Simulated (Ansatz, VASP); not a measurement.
## InSb: VASP beside Ansatz

```
In Sb
1.0
     0.00000    2.82671    2.82671
     2.82671    0.00000    2.82671
     2.82671    2.82671    0.00000
In Sb
1 1
Direct
  0.00000 0.00000 0.00000
  0.50000 0.50000 0.50000
```

Change from the starting cell: volume scaled by 0.8, PAW files.

Alike in both runs: task single point; functional r2SCAN; k mesh 12 × 12 × 12; occupations fermi-dirac, width 0.05 eV; no spin polarisation.

|  | VASP | Ansatz |
| --- | --- | --- |
| version | VASP 6.6.1 | Ansatz 0.2.0 |
| potentials or method | VASP PAW PBE potentials, release 64 (In_d, Sb) | PAW with Ansatz's default frozen-core files, scalar-relativistic |
| plane-wave cutoff (eV) | 520 | 500 |
| valence electrons in the cell | 18 | 28 |

|  | VASP | Ansatz | Ansatz less VASP |
| --- | --- | --- | --- |
| pressure (GPa) | 21.3 | 21.1 | -0.22 |

VASP's potentials were made for PBE, not for r2SCAN. VASP's potentials hold 18 valence electrons a cell and Ansatz's 28, so a difference there can come from the potentials and not from the codes.

Neither program's run includes spin-orbit coupling.
